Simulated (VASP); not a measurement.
# Pt (Cmcm) in VASP: a series of runs

Aim: see how the results for Pt move with the level of theory and the settings. Levels: PBE, PBE+D4. Tasks: single point.

Program: VASP 6.6.1. These are calculated values, not measurements. Logs are shortened: lines on timing, memory, paths and dates and some standing lists are left out, and cuts for length are marked.

**1. The cell of the first run**

Symmetry: Cmcm, No. 63, orthorhombic system. The conventional cell has a = 3.916 Å, b = 3.916 Å, c = 3.916 Å, α = 90.00°, β = 90.00°, γ = 90.00°. Pt (site symmetry m2m) has 12 Pt at 2.72 to 2.82 Å within 3.6 Å.

**2. Single point, PBE (atoms displaced along a vibrational mode)**

INCAR reads:

```
PREC = Accurate
ENCUT = 520
EDIFF = 1E-6
ISMEAR = 0
SIGMA = 0.15
LREAL = F
LASPH = T
NELM = 60
ALGO = Fast
ISIF = 2
LWAVE = F
LCHARG = F
GGA = PE
NBANDS = 17
```

KPOINTS reads:

```
Automatic mesh
0
Gamma
  18 18 12
```

POSCAR reads:

```
Pt
1.0
    0.0000000000     -1.9579000000     -1.9579000000
    0.0000000000      1.9579000000     -1.9579000000
    3.9158000000      0.0000000000      0.0000000000
Pt
2
Direct
    0.5095765872      0.5095765872      0.5000000000
   -0.0095765872     -0.0095765872      0.0000000000
```

Potentials or basis: VASP PAW PBE potentials, release 64 (Pt).

On the command line:

```console
$ cat potpaw_PBE.64/Pt/POTCAR > POTCAR
$ mpirun -np 1 vasp_std > vasp.out
```

OUTCAR:

```text
PREC = Accurate
   ENCUT = 520
   EDIFF = 1E-6
   ISMEAR = 0
   LREAL = F
   LASPH = T
   NELM = 60
   ISIF = 2
   GGA = PE

 ion  position               nearest neighbor table
   1  0.510  0.510  0.500-   2 2.72   2 2.72   2 2.77   2 2.77   2 2.77   2 2.77   2 2.82   2 2.82

   2  0.990  0.990  0.000-   1 2.72   1 2.72   1 2.77   1 2.77   1 2.77   1 2.77   1 2.82   1 2.82

  LATTYP: Found a simple tetragonal cell.
 ALAT       =     2.7688887338
 C/A-ratio  =     1.4142135624

  Lattice vectors:

 A1 = (   0.0000000000,  -1.9579000000,  -1.9579000000)
 A2 = (   0.0000000000,   1.9579000000,  -1.9579000000)
 A3 = (   3.9158000000,   0.0000000000,   0.0000000000)

Analysis of symmetry for initial positions (statically):
=====================================================================
 Subroutine PRICEL returns:
 Original cell was already a primitive cell.

 Routine SETGRP: Setting up the symmetry group for a
 simple tetragonal supercell.

 Subroutine GETGRP returns: Found  8 space group operations
 (whereof  4 operations were pure point group operations)
 out of a pool of 16 trial point group operations.

The static configuration has the point symmetry C_2v.
 The point group associated with its full space group is D_2h.

Analysis of symmetry for dynamics (positions and initial velocities):
=====================================================================
 Subroutine PRICEL returns:
 Original cell was already a primitive cell.

 Routine SETGRP: Setting up the symmetry group for a
 simple tetragonal supercell.

 Subroutine GETGRP returns: Found  8 space group operations
 (whereof  4 operations were pure point group operations)
 out of a pool of 16 trial point group operations.

The dynamic configuration has the point symmetry C_2v.
 The point group associated with its full space group is D_2h.

 Subroutine INISYM returns: Found  8 space group operations
 (whereof  4 operations are pure point group operations),
 and found     1 'primitive' translations

----------------------------------------------------------------------------------------

                                     Primitive cell

  volume of cell :      30.0214

  direct lattice vectors                    reciprocal lattice vectors
     0.000000000 -1.957900000 -1.957900000     0.000000000 -0.255375658 -0.255375658
     0.000000000  1.957900000 -1.957900000     0.000000000  0.255375658 -0.255375658
     3.915800000  0.000000000  0.000000000     0.255375658  0.000000000  0.000000000

[... 78 lines left out ...]
   LNONCOLLINEAR =      F non collinear calculations
   LSORBIT =      F    spin-orbit coupling
   LASPH  =      T    aspherical Exc in radial PAW
   ENCUT  =  520.0 eV  38.22 Ry    6.18 a.u.   5.15  5.15  7.28*2*pi/ulx,y,z
   NELM   =     60;   NELMIN=  2; NELMDL= -5     # of ELM steps
   EDIFF  = 0.1E-05   stopping-criterion for ELM
   LREAL  =      F    real-space projection
   EDIFFG = 0.1E-04   stopping-criterion for IOM
   NSW    =      0    number of steps for IOM
   IBRION =     -1    ionic relax: 0-MD 1-quasi-New 2-CG
   NFREE  =      0    steps in history (QN), initial steepest desc. (CG)
   ISIF   =      2    stress and relaxation
   ISYM   =      2    0-nonsym 1-usesym 2-fastsym
   POTIM  = 0.5000    time-step for ionic-motion
   TEBEG  =    0.0;   TEEND  =   0.0 temperature during run
   PSTRESS=    0.0 pullay stress
   NELECT =      20.0000    total number of electrons
   NUPDOWN=      -1.0000    fix difference up-down
   EMIN   =  10.00;   EMAX   =-10.00  energy-range for DOS
   EFERMI =   0.00;   METHOD = LEGACY
   ISMEAR =     0;   SIGMA  =   0.15  broadening in eV -4-tet -1-fermi 0-gaus
   EFERMI_NEDOS =   21; number of points for ismear=-14 and -15
   IALGO  =     68    algorithm
   IMIX   =      4    mixing-type and parameters
     AMIX     =   0.40;   BMIX     =  1.00
     AMIX_MAG =   1.60;   BMIX_MAG =  1.00
  volume/ion in A,a.u.               =      15.01       101.30
  Fermi-wavevector in a.u.,A,eV,Ry     =   1.429797  2.701924 27.814648  2.044319
  Thomas-Fermi vector in A             =   2.549712
   LORBIT       =      0    0 simple, 1 ext, 2 COOP (PROOUT), +10 PAW based schemes
   GGA     = PE    functional components
   LHFCALC =     F    Hartree Fock is set to
   AEXX    =    0.0000 exact exchange contribution
   IVDW    =     0    specifies the selected vdW correction
   LEPSILON=     F    determine dielectric tensor
   LRPA    =     F    only Hartree local field effects (RPA)
 non-spin polarized calculation
 RMM-DIIS sequential band-by-band and
 Gauss-broadening in eV      SIGMA  =   0.15
  energy-cutoff  :      520.00
  volume of cell :       30.02
 maximum number of plane-waves:       830
 NGX is ok and might be reduce to    24
   NGX = 11   NGY = 11   NGZ = 15

 number of electron      20.0000002 magnetization

 Free energy of the ion-electron system (eV)
  ---------------------------------------------------
  ext. energy  EPLUGINS =         0.00000000
  ---------------------------------------------------
  free energy    TOTEN  =       -12.15768861 eV

  energy without entropy =      -12.11405832  energy(sigma->0) =      -12.13587346

 E-fermi :  11.3603     XC(G=0): -13.5175

 val. band max:       11.3601414059   @ k =   0.3333   0.2778   0.1667
 cond. band min:      11.3616602323   @ k =   0.0556   0.0556   0.3333
 fundamental gap:      0.0015188264
 Fermi energy:        11.3603081112

 k-point     1 :       0.0000    0.0000    0.0000
  band No.  band energies     occupation
      1       1.0866      2.00000
      2       4.2247      2.00000
      3       4.6937      2.00000
      4       7.5242      2.00000
      5       7.5263      2.00000
      6       7.5547      2.00000
[... 457 lines left out ...]
      4       6.5891      2.00000
      5       7.0883      2.00000
      6       7.5406      2.00000
[... 9 lines left out ...]
     16      26.9952      0.00000
     17      28.1757      0.00000

 [... further k-points ...]
[... 5 lines left out ...]
  --------------------------------------------------------------------------------------
  -------------------------------------------------------------------------------------
  Total        2.2016069      2.0640634      2.1661994      0.0000000      0.0000000      0.0000000
  in kB      117.4948572    110.1544629    115.6052381      0.0000000      0.0000000      0.0000000
  external PRESSURE =     114.4181860 kB  Pullay stress =       0.0000000 kB

 VOLUME and BASIS-vectors are now :
 -----------------------------------------------------------------------------
  energy-cutoff  :      520.00
  volume of cell :       30.02
      direct lattice vectors                 reciprocal lattice vectors
     0.000000000 -1.957900000 -1.957900000     0.000000000 -0.255375658 -0.255375658
     0.000000000  1.957900000 -1.957900000     0.000000000  0.255375658 -0.255375658
     3.915800000  0.000000000  0.000000000     0.255375658  0.000000000  0.000000000

 POSITION                                       TOTAL-FORCE (eV/Angst)
 -----------------------------------------------------------------------------------
      1.95790      0.00000     -1.99540         0.000000      0.000000      0.479648
      0.00000      0.00000     -3.87830         0.000000      0.000000     -0.479648
 -----------------------------------------------------------------------------------
    total drift:                               -0.000000     -0.000000      0.000000

  FREE ENERGIE OF THE ION-ELECTRON SYSTEM (eV)
  ---------------------------------------------------
  free  energy   TOTEN  =       -12.1576886052 eV

  energy  without entropy=      -12.1140583223  energy(sigma->0) =      -12.13587346
```

OSZICAR:

```text
N       E                     dE             d eps       ncg     rms          rms(c)
DAV:   1     0.104672428601E+03    0.10467E+03   -0.10269E+04 22130   0.112E+03
DAV:   2    -0.109733483152E+02   -0.11565E+03   -0.10991E+03 23497   0.248E+02
DAV:   3    -0.128983830772E+02   -0.19250E+01   -0.19007E+01 26530   0.320E+01
DAV:   4    -0.129084557464E+02   -0.10073E-01   -0.10071E-01 25793   0.246E+00
DAV:   5    -0.129085520936E+02   -0.96347E-04   -0.96345E-04 26924   0.245E-01    0.186E+01
RMM:   6    -0.122423689492E+02    0.66618E+00   -0.90429E-01 21678   0.721E+00    0.992E+00
RMM:   7    -0.121658562653E+02    0.76513E-01   -0.25053E-01 22303   0.387E+00    0.305E+00
RMM:   8    -0.121585095520E+02    0.73467E-02   -0.37725E-02 22615   0.149E+00    0.990E-01
RMM:   9    -0.121576476087E+02    0.86194E-03   -0.25323E-03 24143   0.379E-01    0.680E-02
RMM:  10    -0.121576849949E+02   -0.37386E-04   -0.36034E-04 24279   0.122E-01    0.771E-02
RMM:  11    -0.121576862190E+02   -0.12241E-05   -0.40986E-05 24593   0.424E-02    0.480E-02
RMM:  12    -0.121576884175E+02   -0.21985E-05   -0.14828E-05 24132   0.266E-02    0.601E-03
RMM:  13    -0.121576886052E+02   -0.18770E-06   -0.31306E-06 18947   0.107E-02
   1 F= -.12157689E+02 E0= -.12135873E+02  d E =-.436303E-01
```

stdout:

```text
POSCAR found type information on POSCAR Pt
 POSCAR found :  1 types and       2 ions
 scaLAPACK will be used
 LDA part: xc-table for (Slater+PW92), standard interpolation
 POSCAR, INCAR and KPOINTS ok, starting setup
 FFT: planning ... GRIDC
 FFT: planning ... GRID_SOFT
 FFT: planning ... GRID
 WAVECAR not read
 entering main loop
```

Wall time 5.9 min (1 thread of Intel Xeon 8259CL, shared host); peak memory 0.37 GiB.

Results:

```yaml
Free_energy: -12.1577 eV
Pressure: 11.4 GPa
Largest_force: 0.480 eV/Å
Band_gap_on_the_k_mesh: zero (bands 10 and 11 overlap by 1.54 eV)
```

Forces on the atoms (eV/Å):
```
Pt   0.000  0.000  0.480
Pt   0.000  0.000 -0.480
```

Caveat: the cell differs from its parent crystal (atoms displaced along a vibrational mode); the cell stands under pressure; spin-orbit coupling is left out, which moves the levels of the heavy elements.

**3. Single point, PBE+D4**

INCAR reads:

```
PREC     = Accurate       # precision mode
ENCUT    = 520            # plane-wave cutoff, eV
EDIFF    = 1E-6           # SCF threshold, eV
ISMEAR   = 0              # smearing method
SIGMA    = 0.15           # smearing width, eV
LREAL    = F              # projectors in reciprocal space
LASPH    = T              # aspherical terms in the spheres
NELM     = 80             # most SCF steps
ALGO     = Fast           # electronic algorithm
ISIF     = 2              # what is computed and relaxed
LWAVE    = F              # write WAVECAR
LCHARG   = F              # write CHGCAR
GGA      = PE             # functional
IVDW     = 13             # dispersion correction
NBANDS   = 17             # bands
```

KPOINTS is that of step 2.

POSCAR is that of step 2.

Potentials or basis: VASP PAW PBE potentials, release 64 (Pt).

On the command line:

```console
$ cat potpaw_PBE.64/Pt/POTCAR > POTCAR
$ mpirun -np 1 vasp_std > vasp.out
```

It took 6.1 min on 1 thread of Intel Xeon 8259CL, shared host; peak memory 0.37 GiB.

The run converged. Its results:

```
Free energy                : -13.7093 eV
Pressure                   : 3.8 GPa
Largest force              : 0.477 eV/Å
Band gap on the k mesh     : zero (bands 10 and 11 overlap by 1.54 eV)
Dispersion energy per atom : -0.776 eV
```

Forces on the atoms (eV/Å):
```
Pt   0.000  0.000  0.477
Pt   0.000  0.000 -0.477
```

Stress tensor (GPa, compression positive):
```
4.13 0.00 0.00
0.00 3.40 0.00
0.00 0.00 3.94
```

Levels at points of the mesh, in eV from the Fermi level:
```tsv
k point	band 7	band 8	band 9	band 10	band 11	band 12	band 13	band 14
(0.00, 0.00, 0.00)	-1.67	-1.63	-0.01	0.46	0.50	1.77	8.93	11.44
(0.50, 0.00, 0.00)	-2.59	-2.54	-1.95	-1.53	1.75	2.01	10.54	11.03
(0.50, 0.50, 0.00)	0.47	0.49	0.49	0.50	1.77	1.85	8.88	8.93
(0.00, 0.00, 0.50)	-2.14	-2.14	-2.13	-2.13	-0.85	-0.85	16.92	16.92
(0.50, 0.00, 0.50)	-0.52	-0.52	0.02	0.02	0.07	0.07	5.87	5.87
(0.50, 0.50, 0.50)	-2.00	-2.00	0.50	0.50	7.10	7.10	8.30	8.30
```

Caveat: the cell stands under pressure; spin-orbit coupling is left out, which moves the levels of the heavy elements.
